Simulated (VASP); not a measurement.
Runs of VASP 6.6.1 on Al3Cu. The structure is that of space group P4/mmm (No. 123), or close to it. The cells are those of the table. 

```tsv
task	level	potentials or basis	cell	cutoff (eV)	gap on the mesh (eV)	pressure (GPa)	relaxed volume (Å³/atom)	largest force (eV/Å)
relaxation of cell and atoms	r2SCAN	VASP PAW PBE potentials, release 64 (Al, Cu)	relaxed from a = 2.778, b = 2.778, c = 7.513 Å, 4 atoms	600	none	-0.5	14.65	0.02
single point	LDA	VASP PAW LDA potentials, release 64 (Al, Cu)	a = 2.782, b = 2.782, c = 7.388 Å, 4 atoms	520	none	(a)	-	0.02
single point	r2SCAN	VASP PAW PBE potentials, release 64 (Al, Cu)	a = 2.779, b = 2.779, c = 7.566 Å, 4 atoms	520	none	-0.2	-	0.02
relaxation of cell and atoms	LDA	VASP PAW LDA potentials, release 64 (Al, Cu)	relaxed from a = 2.778, b = 2.778, c = 7.513 Å, 4 atoms	600	none	-0.2	(b)	0.03
single point	r2SCAN+D4	VASP PAW PBE potentials, release 64 (Al, Cu)	a = 2.768, b = 2.768, c = 7.533 Å, 4 atoms	520	none	-0.3	-	0.02
relaxation of cell and atoms	r2SCAN+D4	VASP PAW PBE potentials, release 64 (Al, Cu)	relaxed from a = 2.778, b = 2.778, c = 7.513 Å, 4 atoms	600	none	0.5	14.32	0.01
```

Alike in all rows: no spin polarisation; k mesh 8 × 8 × 3; smearing gaussian 0.05 eV.

**Question.** Fill in the values left out.

**Answer.** (a) 0.3; (b) 14.35.

Caveats: the PAW data sets were made with another functional, which shifts forces and pressure a little (some runs); the relaxation stopped at a loose force limit of 0.05 eV/Å, so its end isn't a converged minimum (some runs); pairwise dispersion overbinds metals, which lowers pressure and volume (some runs).

A gap of «none» marks levels without a gap at the run's occupations.
